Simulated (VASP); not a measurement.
# WC (P-6m2) in VASP: further runs, part 2 of 2

VASP 6.6.1. Earlier steps stand in the parts before.

**4. Vibrations by perturbation theory, PBEsol (10.49 Å³/atom)**

This run uses another cell than the first one, of 10.49 Å³/atom.

INCAR

```
SYSTEM = WC
PREC = Accurate
ENCUT = 520
EDIFF = 1E-8
ISMEAR = -1
SIGMA = 0.15
LREAL = .FALSE.
LASPH = .TRUE.
NELM = 80
ALGO = Normal
ISIF = 2
LWAVE = .FALSE.
LCHARG = .TRUE.
GGA = PS
NBANDS = 16
IBRION = 8
NSW = 1
```

KPOINTS

```
regular mesh
0
G
  18 18 14
  0 0 0
```

POSCAR

```
WC
1.0
    2.9203268181      0.0000000000      0.0000000000
   -1.4601634090      2.5290772118      0.0000000000
    0.0000000000      0.0000000000      2.8418601860
W C
1 1
Direct
    0.0000000000      0.0000000000      0.0000000000
    0.6666666667      0.3333333333      0.5000000000
```

Potentials or basis: VASP PAW PBE potentials, release 64 (W_sv, C).

On the command line:

```bash
> cat potpaw_PBE.64/W_sv/POTCAR potpaw_PBE.64/C/POTCAR > POTCAR
> mpirun -np 1 vasp_std > vasp.out
```

OUTCAR:

```text
SYSTEM = WC
   PREC = Accurate
   ENCUT = 520
   EDIFF = 1E-8
   ISMEAR = -1
   LREAL = .FALSE.
   LASPH = .TRUE.
   NELM = 80
   ISIF = 2
   GGA = PS
   IBRION = 8
   NSW = 1

 ion  position               nearest neighbor table
   1  0.000  0.000  0.000-   2 2.20   2 2.20   2 2.20   2 2.20   2 2.20   2 2.20
   2  0.667  0.333  0.500-   1 2.20   1 2.20   1 2.20   1 2.20   1 2.20   1 2.20

  LATTYP: Found a hexagonal cell.
 ALAT       =     2.9203268181
 C/A-ratio  =     0.9731308730

  Lattice vectors:

 A1 = (   2.9203268181,   0.0000000000,   0.0000000000)
 A2 = (  -1.4601634090,   2.5290772118,   0.0000000000)
 A3 = (   0.0000000000,   0.0000000000,   2.8418601860)

Analysis of symmetry for initial positions (statically):
=====================================================================
 Subroutine PRICEL returns:
 Original cell was already a primitive cell.

 Routine SETGRP: Setting up the symmetry group for a
 hexagonal supercell.

 Subroutine GETGRP returns: Found 12 space group operations
 (whereof 12 operations were pure point group operations)
 out of a pool of 24 trial point group operations.

The static configuration has the point symmetry D_3h.

Analysis of symmetry for dynamics (positions and initial velocities):
=====================================================================
 Subroutine PRICEL returns:
 Original cell was already a primitive cell.

 Routine SETGRP: Setting up the symmetry group for a
[... 643 lines left out ...]
      1.46016      0.84303      1.42093        -0.000000      0.000000      0.000000
 -----------------------------------------------------------------------------------
    total drift:                                0.000000     -0.000000      0.000000

  FREE ENERGIE OF THE ION-ELECTRON SYSTEM (eV)
  ---------------------------------------------------
  free  energy   TOTEN  =       -23.9043521950 eV

  energy  without entropy=      -23.8803706957  energy(sigma->0) =      -23.89236145

[... ionic steps 2 to 3 ...]

--------------------------------------- Ionic step        4  -------------------------------------------

------------------------ aborting loop because EDIFF is reached ----------------------------------------
[... 11 lines left out ...]
[... ionic steps 8 to 8 ...]

--------------------------------------- Ionic step        9  -------------------------------------------

 Free energy of the ion-electron system (eV)
  ---------------------------------------------------
  ---------------------------------------------------
  free energy    TOTEN  =        -0.12076081 eV

  energy without entropy =       -0.12076080

------------------------ aborting loop because EDIFF is reached ----------------------------------------

 INTERNAL STRAIN TENSOR  FOR ION    2  DIRECTION 3   (eV/Angst):
 -----------------------------------------------------------------------------
     0.01324  0.00000  0.00000
     0.00000  0.01324  0.00000
     0.00000  0.00000 -0.02003

 INTERNAL STRAIN TENSOR FOR ION    2 for displacements in x,y,z  (eV/Angst):
          X           Y           Z          XY          YZ          ZX
  --------------------------------------------------------------------------------
  x    -0.00000     0.00000     0.00000    -4.78722     0.00000     0.00000
  y    -4.78722     4.78722     0.00000     0.00000     0.00000     0.00000
  z     0.00000     0.00000     0.00000     0.00000     0.00000     0.00000

 SECOND DERIVATIVES (NOT SYMMETRIZED)
 ------------------------------------
               1X          1Y          1Z          2X          2Y          2Z
  1X   -15.173889   -0.000000    0.000000   15.173889    0.000000    0.000000
  1Y    -0.000000  -15.173889    0.000000    0.000000   15.173889    0.000000
  1Z     0.000000    0.000000  -13.345599   -0.000000   -0.000000   13.345599
  2X    15.173746    0.000000    0.000000  -15.173746   -0.000000    0.000000
  2Y     0.000000   15.173746    0.000000   -0.000000  -15.173746    0.000000
  2Z    -0.000000    0.000000   13.344931    0.000000    0.000000  -13.344931

 Eigenvectors and eigenvalues of the dynamical matrix
 ----------------------------------------------------

   1 f  =   18.136348 THz   113.954035 2PiTHz  604.963449 cm-1    75.005874 meV
             X         Y         Z           dx          dy          dz
      0.000000  0.000000  0.000000     0.213240    0.125910    0.000000
      1.460163  0.843026  1.420930    -0.834274   -0.492607    0.000000
[... 21 lines left out ...]
   6 f/i=    0.000102 THz     0.000642 2PiTHz    0.003406 cm-1     0.000422 meV
             X         Y         Z           dx          dy          dz
      0.000000  0.000000  0.000000    -0.000000    0.000001    0.968851
      1.460163  0.843026  1.420930    -0.000000    0.000000    0.247643

--------------------------------------------------------------------------------------------------------

 ELASTIC MODULI CONTR FROM IONIC RELAXATION (kBar)
 Direction    XX          YY          ZZ          XY          YZ          ZX
 --------------------------------------------------------------------------------
 XX         -89.9311     89.9311     -0.0000     -0.0000      0.0000      0.0000
 YY          89.9311    -89.9311      0.0000     -0.0000     -0.0000     -0.0000
 ZZ          -0.0000      0.0000     -0.0000     -0.0000     -0.0000     -0.0000
 XY          -0.0000     -0.0000     -0.0000    -89.9311     -0.0000     -0.0000
 YZ           0.0000     -0.0000     -0.0000     -0.0000     -0.0000      0.0000
 ZX           0.0000     -0.0000     -0.0000     -0.0000      0.0000     -0.0000
 --------------------------------------------------------------------------------
```

OSZICAR:

```text
N       E                     dE             d eps       ncg     rms          rms(c)
DAV:   1     0.110218215252E+03    0.11022E+03   -0.93756E+03  9488   0.125E+03
DAV:   2    -0.235017625665E+02   -0.13372E+03   -0.12905E+03 11272   0.338E+02
DAV:   3    -0.267955474434E+02   -0.32938E+01   -0.32822E+01 10552   0.504E+01
DAV:   4    -0.268128852142E+02   -0.17338E-01   -0.17337E-01 12328   0.411E+00
[... 78 lines left out ...]
RMM:   8    -0.120760923157E+00   -0.33448E-06   -0.24367E-08 28090   0.450E-04    0.734E-05
RMM:   9    -0.120761018102E+00   -0.94945E-07   -0.14203E-09 27110   0.117E-04    0.169E-05
RMM:  10    -0.120760807220E+00    0.21088E-06    0.80013E-09 27791   0.452E-05    0.284E-06
RMM:  11    -0.120760806293E+00    0.92769E-09    0.18044E-09 27862   0.115E-05    0.788E-07
 Linear response finished
```

stdout:

```text
POSCAR found type information on POSCAR W C
 POSCAR found :  2 types and       2 ions
 scaLAPACK will be used
 -----------------------------------------------------------------------------
|                                                                             |
|                                                                             |
|     You enforced a specific xc type in the INCAR file but a different       |
|     I HOPE YOU KNOW WHAT YOU ARE DOING!                                     |
|                                                                             |
 -----------------------------------------------------------------------------

 LDA part: xc-table for (Slater+PW92), standard interpolation
 POSCAR, INCAR and KPOINTS ok, starting setup
 FFT: planning ... GRIDC
 FFT: planning ... GRID_SOFT
 FFT: planning ... GRID
 WAVECAR not read
 entering main loop
 Linear response reoptimize wavefunctions to high precision
 Linear response DOF=           4
 Linear response progress:
 first order change of Fermi-energy  -0.57014E-04
 force on displaced ion       1 direction 1 : -15.174   0.001   0.000
 Linear response progress:
 first order change of Fermi-energy  -0.57768E-03
 force on displaced ion       1 direction 3 :  -0.000   0.000 -13.346
 Linear response progress:
 first order change of Fermi-energy   0.59856E-05
 force on displaced ion       2 direction 1 : -15.174   0.002   0.000
 Linear response progress:
 first order change of Fermi-energy   0.28299E-03
 force on displaced ion       2 direction 3 :  -0.000   0.000 -13.345
 Linear response finished
```

Run time: 37 min. Hardware: 1 thread of Intel Xeon 8259CL, shared host; peak memory 0.93 GiB.

Results:

```
Highest phonon frequency at Γ : 605 cm⁻¹
```

Phonon frequencies in cm⁻¹ (negative: imaginary):
| q point | frequencies |
| --- | --- |
| (0.000, 0.000, 0.000) | 0 0 0 567 605 605 |

Caveat: the cell stands under pressure or tension, which shifts response properties; the PAW data sets were made with another functional, which shifts forces and pressure a little; spin-orbit coupling is left out, which moves the levels of the heavy elements.
